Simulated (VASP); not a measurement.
Set up this calculation in VASP 6.6.1, as the native input.

| Property | Result |
| --- | --- |
| Task | relaxation of cell and atoms |
| Functional | PBE |
| Potentials or basis | VASP PAW PBE potentials, release 64 (Ti_sv) |
| Cutoff | 500 eV |
| k mesh | 12 × 12 × 8 |
| Occupations | gaussian, width 0.1 eV |
| Spin | no spin polarisation |
| Dipole correction | no |
| Further INCAR settings | ALGO = Normal; EDIFF = 1e-07; IBRION = 2; EDIFFG = -0.015; NSW = 80; ISIF = 3 |

The structure of Ti lies in POSCAR:

```
Ti
1.0
    2.2897681505     -3.9659947743      0.0000000000
   -4.5795363010      0.0000000000      0.0000000000
    0.0000000000      0.0000000000     -5.6643452948
Ti
6
Direct
    0.0000000000      1.0000000000      0.5000000000
    0.0000000000      1.0000000000      0.0000000000
    0.3333333333      0.6666666667      0.2500000000
    0.3333333333      0.6666666667      0.7500000000
    0.6666666667      0.3333333333      0.2500000000
    0.6666666667      0.3333333333      0.7500000000
```

This isn't the form of Ti at room conditions, which is hcp.

One way to write it, as run:

INCAR

```
  ALGO = Normal
  EDIFF = 1E-7
  EDIFFG = -0.015
  ENCUT = 500
  GGA = PE
  GGA_COMPAT = F
  IBRION = 2
  ISIF = 3
  ISMEAR = 0
  LASPH = T
  LCHARG = F
  LREAL = F
  LWAVE = F
  NELM = 120
  NELMIN = 4
  NSW = 80
  PREC = Accurate
  SIGMA = 0.1
```

KPOINTS

```
k-points
0
Gamma
  12 12 8
```

Potentials or basis: VASP PAW PBE potentials, release 64 (Ti_sv).

Command:

```sh
$ cat potpaw_PBE.64/Ti_sv/POTCAR > POTCAR
$ mpirun -np 1 vasp_std > vasp.out
```

Results of the run:

```json
{"Relaxed volume": "17.10 Å³/atom", "Relaxed cell": "a = 4.576 Å, b = 4.576 Å, c = 5.659 Å, α = 90.00°, β = 90.00°, γ = 120.00°", "Space group after relaxing (to 0.1 Å)": "P6/mmm (No. 191)", "Energy gained by relaxing": "0.0 meV/atom", "Ionic steps": "3", "Pressure after relaxing": "0.0 GPa", "Band gap on the k mesh": "zero (bands 36 and 37 overlap by 0.29 eV)"}
```

Run time: 18 min on 1 thread of Intel(R) Xeon(R) Platinum 8259CL CPU @ 2.50GHz (Skylake/Cascade Lake), with other jobs on the host, peak memory 0.42 GiB.
